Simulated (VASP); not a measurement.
HfO2: single point with LDA

The system is HfO2.

```xyz
6
Lattice="4.8135 0.0000 0.0000 0.0000 4.8135 0.0000 0.0000 0.0000 3.2054" Properties=species:S:1:pos:R:3 pbc="T T T"
Hf    0.0000    0.0000    0.0000
Hf    2.4068    2.4068    1.6027
O     0.9601    3.8968    1.6244
O     1.4683    1.4683    0.0000
O     3.3452    3.3452    0.0000
O     3.8751    0.9384    1.6027
```

This cell differs from its parent crystal: atom 3 (O) moved +0.037 Å along Cartesian [1 1 1].

```
Program                : VASP 6.6.1
Task                   : single point
Functional             : LDA
Potentials or basis    : VASP PAW LDA potentials, release 64 (Hf_pv, O)
Cutoff                 : 520 eV
k mesh                 : 6 × 6 × 8
Occupations            : gaussian, width 0.05 eV
Spin                   : no spin polarisation
Dipole correction      : no
Further INCAR settings : ALGO = Normal; EDIFF = 1e-06; NBANDS = 31
```

```json
{
  "Pressure": "-6.0 GPa",
  "Largest force": "0.266 eV/Å",
  "Band gap on the k mesh": "3.77 eV, direct"
}
```

Forces on the atoms (eV/Å):
```
Hf   0.019  0.029  0.072
Hf  -0.014 -0.012  0.004
O   -0.147 -0.049 -0.217
O    0.053  0.137  0.033
O    0.024 -0.059  0.032
O    0.065 -0.045  0.075
```

Stress tensor (GPa, compression positive):
```
-5.45  0.00 -0.37
 0.00 -5.35  0.36
-0.37  0.36 -7.09
```

Levels at points of the mesh, in eV from the valence-band top:
| k point | band 18 | band 19 | band 20 | band 21 | band 22 | band 23 | band 24 | band 25 | band 26 | band 27 |
| --- | --- | --- | --- | --- | --- | --- | --- | --- | --- | --- |
| (0.00, 0.00, 0.00) | -1.64 | -0.75 | -0.50 | -0.50 | 0.00 | 3.77 | 3.95 | 5.07 | 5.43 | 5.45 |
| (0.50, 0.00, 0.00) | -2.81 | -1.50 | -1.46 | -0.68 | -0.66 | 4.46 | 4.48 | 6.05 | 6.11 | 6.36 |
| (0.00, 0.50, 0.00) | -2.80 | -1.50 | -1.47 | -0.70 | -0.68 | 4.46 | 4.47 | 6.05 | 6.11 | 6.35 |
| (0.50, 0.50, 0.00) | -1.83 | -1.14 | -1.14 | -0.84 | -0.84 | 4.04 | 4.04 | 5.49 | 5.51 | 6.53 |
| (0.00, 0.00, 0.50) | -2.18 | -2.07 | -2.07 | -0.97 | -0.97 | 5.44 | 5.50 | 5.93 | 5.96 | 5.97 |
| (0.50, 0.00, 0.50) | -1.84 | -1.79 | -1.76 | -0.95 | -0.94 | 3.99 | 4.02 | 6.18 | 6.22 | 6.79 |
| (0.00, 0.50, 0.50) | -1.82 | -1.79 | -1.77 | -0.96 | -0.94 | 3.97 | 4.01 | 6.18 | 6.22 | 6.80 |
| (0.50, 0.50, 0.50) | -2.05 | -1.14 | -1.12 | -0.51 | -0.51 | 4.94 | 4.98 | 5.73 | 5.73 | 6.30 |

It took 95 s on 1 thread of Intel(R) Xeon(R) 6975P-C (Granite Rapids), on a shared host, peak memory 0.35 GiB.

Caveat: the cell differs from its parent crystal (atom 3 (O) moved +0.037 Å along Cartesian [1 1 1]); spin-orbit coupling is left out, which moves the levels of the heavy elements. A k mesh can miss the band edges.
